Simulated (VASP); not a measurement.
Runs of VASP 6.6.1 on CdSe. The structure is that of space group F-43m (No. 216), or close to it. The cells are those of the table. 

```csv
cell,gap on the mesh (eV),pressure (GPa)
"a = 4.455 Å, angles 60.0°, 2 atoms",0.39,-1.8
"a = 4.283 Å, angles 60.0°, 2 atoms",0.63,(c)
"a = 4.509 Å, angles 60.0°, 2 atoms",0.31,-3.0
"a = 4.342 Å, angles 60.0°, 2 atoms",0.55,1.6
"a = 4.399 Å, angles 60.0°, 2 atoms",(a),(b)
```

Alike in all rows: task single point; level PBE; potentials or basis VASP PAW PBE potentials, release 64 (Cd, Se); no spin polarisation; k mesh 6 × 6 × 6; cutoff (eV) 520; smearing gaussian 0.01 eV.

Problem. Fill in the values left out.

Solution. (a) 0.47; (b) -0.3; (c) 3.9.

A k mesh can miss the band edges, and the runs leave out spin-orbit coupling on Cd, Se.
